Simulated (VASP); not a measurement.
A run of VASP 6.6.1:

The input INCAR:

```
PREC = Accurate
ENCUT = 520
EDIFF = 1E-6
ISMEAR = 0
SIGMA = 0.1
LREAL = F
LASPH = T
NELM = 60
ALGO = Normal
ISIF = 2
LWAVE = F
LCHARG = F
LDIPOL = T
IDIPOL = 3
DIPOL = 0.5 0.5 0.498
GGA = PE
NBANDS = 54
```

The input KPOINTS:

```
regular mesh
0
Gamma
  18 18 1
```

File POSCAR:

```
Nb
1.0
    3.3279000000      0.0000000000      0.0000000000
    0.0000000000      3.3279000000      0.0000000000
    0.0000000000      0.0000000000     27.9836998751
Nb
7
Direct
    0.5000000000      0.5000000000      0.3216157992
    0.0000000000      0.0000000000      0.3810771995
    0.5000000000      0.5000000000      0.4405385997
    0.0000000000      0.0000000000      0.4992463315
    0.5000000000      0.5000000000      0.5589126792
    0.0000000000      0.0000000000      0.6181444108
    0.5000000000      0.5000000000      0.6694894626
```

Potentials or basis: VASP PAW PBE potentials, release 64 (Nb_sv).

Command:

```bash
$ cat potpaw_PBE.64/Nb_sv/POTCAR > POTCAR
$ mpirun -np 1 vasp_std > vasp.out
```

Hardware: 1 thread of Intel Xeon 8259CL, with other jobs on the host.

**Question.** How long does it take, and how much memory?

**Answer.** Run time: 80 min on 1 thread of Intel Xeon 8259CL, on a shared host, peak memory 0.81 GiB. Counts: scf iterations 36, k points 55.
